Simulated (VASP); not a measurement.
Set up this calculation in VASP 6.6.1, as the native input.

```
Task                   : single point
Functional             : LDA
Potentials or basis    : VASP PAW LDA potentials, release 64 (Hf_pv, O)
Cutoff                 : 520 eV
k mesh                 : 6 × 6 × 8
Occupations            : gaussian, width 0.05 eV
Spin                   : no spin polarisation
Dipole correction      : no
Further INCAR settings : ALGO = Normal; EDIFF = 1e-06; NBANDS = 31
```

The structure of HfO2 lies in POSCAR:

```
HfO2
1.0
    4.7888991402      0.0000000000      0.0000000000
    0.0000000000      4.7888991402      0.0000000000
    0.0000000000      0.0000000000      3.1858186410
Hf O
2 4
Direct
    0.0000000000      0.0000000000      0.0392363829
    0.5000000000      0.5000000000      0.5000000000
    0.1951075730      0.8048924270      0.5000000000
    0.3048924270      0.3048924270      0.0000000000
    0.6951075730      0.6951075730      0.0000000000
    0.8048924270      0.1951075730      0.5000000000
```

This cell differs from its parent crystal: atom 1 (Hf) moved +0.125 Å along Cartesian [0 0 1].

One way to write it, as run:

INCAR

```
PREC = Accurate
ENCUT = 520
EDIFF = 1E-6
ISMEAR = 0
SIGMA = 0.05
LREAL = F
LASPH = T
NELM = 100
ALGO = Normal
ISIF = 2
LWAVE = F
LCHARG = F
NBANDS = 31
```

KPOINTS

```
Automatic mesh
0
Gamma
  6 6 8
```

Potentials or basis: VASP PAW LDA potentials, release 64 (Hf_pv, O).

Launch:

```bash
$ cat potpaw_LDA.64/Hf_pv/POTCAR potpaw_LDA.64/O/POTCAR > POTCAR
$ mpirun -np 1 vasp_std > vasp.out
```

It gave:

```yaml
Pressure: -1.0 GPa
Largest_force: 1.241 eV/Å
Band_gap_on_the_k_mesh: 3.91 eV, direct
```

Caveat: the cell differs from its parent crystal (atom 1 (Hf) moved +0.125 Å along Cartesian [0 0 1]); spin-orbit coupling is left out, which moves the levels of the heavy elements; forces of over 1 eV/Å act on the atoms, so gaps and moduli don't describe the material at rest.

Wall time 36 s on 1 thread of Intel(R) Xeon(R) 6975P-C (Granite Rapids) (shared host), peak memory 0.24 GiB.
